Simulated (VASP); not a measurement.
ZrSi2:

```xyz
3
Lattice="3.7317 0.0000 0.0000 -1.8658 3.2317 0.0000 0.0000 0.0000 4.0292" Properties=species:S:1:pos:R:3 pbc="T T T"
Zr    0.0000    0.0000    0.0000
Si    0.0000    2.1545    2.0146
Si    1.8658    1.0772    2.0146
```

| Property | Result |
| --- | --- |
| Program | VASP 6.6.1 |
| Task | relaxation of cell and atoms |
| Functional | r2SCAN |
| Potentials or basis | VASP PAW PBE potentials, release 64 (Zr_sv, Si) |
| Cutoff | 600 eV |
| k mesh | 6 × 6 × 4 |
| Occupations | gaussian, width 0.1 eV |
| Spin | no spin polarisation |

At the start: pressure 9.6 GPa; volume 16.20 Å³/atom.

Task: Where does the relaxation end?

Result: Over 8 steps the energy falls by 209.2 meV/atom and the volume is 16.57 Å³/atom (+2.3 %); space group P6/mmm (No. 191, to 0.05 Å).

The path:
| step | energy change (eV) | largest force (eV/Å) | pressure (GPa) | volume (Å³) |
| --- | --- | --- | --- | --- |
| 1 | 0.0000 | 0.0000 | 9.61 | 48.59 |
| 2 | -0.4260 | 0.0000 | -10.23 | 55.29 |
| 3 | -0.4874 | 0.0000 | -6.79 | 53.35 |
| 4 | -0.6241 | 0.0000 | 0.25 | 49.55 |
| 5 | -0.6267 | 0.0000 | -0.68 | 49.97 |
| 6 | -0.6267 | 0.0000 | -0.53 | 49.90 |
| 7 | -0.6272 | 0.0000 | 0.40 | 49.59 |
| 8 | -0.6275 | 0.0000 | 0.06 | 49.71 |

Final structure:
```
Zr Si
1.0
     3.99146    0.00000    0.00000
    -1.99573    3.45670    0.00000
     0.00000    0.00000    3.60262
Zr Si
1 2
Direct
  0.00000 0.00000 0.00000
  0.33333 0.66667 0.50000
  0.66667 0.33333 0.50000
```

Caveat: the k points lie up to 0.44 Å⁻¹ apart in the final cell; the PAW data sets were made with another functional, which shifts forces and pressure a little.
